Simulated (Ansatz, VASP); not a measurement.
N in VASP and in Ansatz

```
CELL_PARAMETERS angstrom
5.71138 0.00000 0.00000
0.00000 5.71138 0.00000
0.00000 0.00000 5.71138
ATOMIC_POSITIONS crystal
N 0.05525 0.05525 0.05525
N 0.44475 0.94475 0.55525
N 0.55525 0.44475 0.94475
N 0.94475 0.55525 0.44475
N 0.94475 0.94475 0.94475
N 0.55525 0.05525 0.44475
N 0.44475 0.55525 0.05525
N 0.05525 0.44475 0.55525
```

Alike in both runs: functional r2SCAN; k mesh 4 × 4 × 4; occupations gaussian, width 0.02 eV; no spin polarisation.

Ansatz relaxed the structure, and its values are those at the end. VASP's run is a single point on that final structure, the one shown.

```csv
,VASP,Ansatz
version,VASP 6.6.1,Ansatz 0.2.0
potentials or method,"VASP PAW PBE potentials, release 64 (N_h), cutoff 910 eV","scalar-relativistic, plane waves, PAW"
valence electrons in the cell,40,40
```

Ansatz gave:

| Quantity | Value |
| --- | --- |
| gap on the k mesh at the Fermi level (eV) | 8.22 |
| least direct gap on the mesh (eV) | 8.25 |
| rms of the force components (eV/Å) | 0.010 |

Task: What did VASP give for the same quantities?

Result: gap on the k mesh at the Fermi level (eV): 8.25; least direct gap on the mesh (eV): 8.27; rms of the force components (eV/Å): 0.000.

VASP's potentials were made for PBE, not for r2SCAN.

Noted on VASP's run: the cutoff is under 1.25 times that of the potentials, so the pressure is a little rough.
